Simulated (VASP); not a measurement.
C: single point with PBEsol

The system is C.

```xyz
4
Lattice="2.4612 0.0000 0.0000 -1.2306 2.1315 0.0000 0.0000 0.0000 4.1980" Properties=species:S:1:pos:R:3 pbc="T T T"
C     0.0000    1.4210    0.0001
C     1.2306    0.7105    2.0991
C     0.0000    1.4210    1.5699
C     1.2306    0.7105    3.6690
```

This cell differs from its parent crystal: strained cell.

```json
{
  "Program": "VASP 6.6.1",
  "Task": "single point",
  "Functional": "PBEsol",
  "Potentials or basis": "VASP PAW PBE potentials, release 64 (C_h)",
  "Cutoff": "1300 eV",
  "k mesh": "9 × 9 × 6",
  "Occupations": "gaussian, width 0.02 eV",
  "Spin": "no spin polarisation",
  "Dipole correction": "no",
  "Further INCAR settings": "ALGO = Normal; EDIFF = 1e-06; NBANDS = 16"
}
```

```
Pressure               : 10.4 GPa
Band gap on the k mesh : 2.90 eV (least direct gap 4.70 eV)
```

Stress tensor (GPa, compression positive):
```
 21.14   0.00   0.00
  0.00  21.14   0.00
  0.00   0.00 -11.23
```

Levels at points of the mesh, in eV from the valence-band top:
```
           k point  band 4  band 5  band 6  band 7  band 8  band 9  band 10  band 11  band 12  band 13
(0.00, 0.00, 0.00)   -2.94   -2.94   -0.60    0.00    0.00    4.70     5.24     5.24     9.12     9.67
(0.00, 0.00, 0.50)   -7.54   -1.75   -1.75   -1.75   -1.75    7.45     7.45     7.45     7.45     8.14
```

Run time: 48 s on 1 thread of AMD EPYC 7R13 Processor (Zen 3), on a shared host, peak memory 0.18 GiB.

Caveat: the cell differs from its parent crystal (strained cell); the stress differs along the axes, from -11 to 21 GPa; the PAW data sets were made with another functional, which shifts forces and pressure a little. A k mesh can miss the band edges.
